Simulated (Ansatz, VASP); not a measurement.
# Ga: VASP beside Ansatz

INCAR

```
PREC = Accurate
ENCUT = 520
EDIFF = 1E-6
ISMEAR = -1
SIGMA = 0.08
LREAL = F
LASPH = T
NELM = 100
ALGO = Normal
ISIF = 2
LWAVE = F
LCHARG = F
GGA = PE
NBANDS = 12
```

Contents of KPOINTS:

```
Automatic mesh
0
Gamma
  16 16 16
```

POSCAR

```
Ga
1.0
   -1.2739367101      1.2739367101      1.2739367101
    1.2739367101     -1.2739367101      1.2739367101
    1.2739367101      1.2739367101     -1.2739367101
Ga
1
Direct
    0.0000000000      0.0000000000      0.0000000000
```

Input for Ansatz:

```yaml
crystal:
  lattice:
    - [-1.2739367101, 1.2739367101, 1.2739367101]
    - [1.2739367101, -1.2739367101, 1.2739367101]
    - [1.2739367101, 1.2739367101, -1.2739367101]
  atoms:
    - { symbol: Ga, position: [0.0, 0.0, 0.0] }
kpoints:
  mp_grid: { grid: [16, 16, 16] }
scf:
  occupations: { method: fermi_dirac, width: 0.08 }
hamiltonian:
  xc: pbe
  pseudopotentials: { kind: all_electron, datasets: crystal }
output:
  forces: true
  stress: true
  eigenvalues: true
```

Change from the starting cell: volume scaled by 0.43, crystal datasets.

Alike in both runs: task single point; functional PBE; k mesh 16 × 16 × 16; occupations fermi-dirac, width 0.08 eV; no spin polarisation.

|  | VASP | Ansatz |
| --- | --- | --- |
| version | VASP 6.6.1 | Ansatz 0.2.0 |
| potentials or method | VASP PAW PBE potentials, release 64 (Ga_d), cutoff 520 eV | all-electron PAW with datasets made for the crystal, scalar-relativistic |

Ansatz gave:

- pressure (GPa): 305.6

Task: Which values does VASP return?

Result: Pressure (GPa): 308.7.

Both programs put the cell under a high pressure, so it lies far from rest at this level. Ansatz ran all-electron here, and VASP with PAW potentials.

Noted on VASP's run: the cell as given lies far from equilibrium.
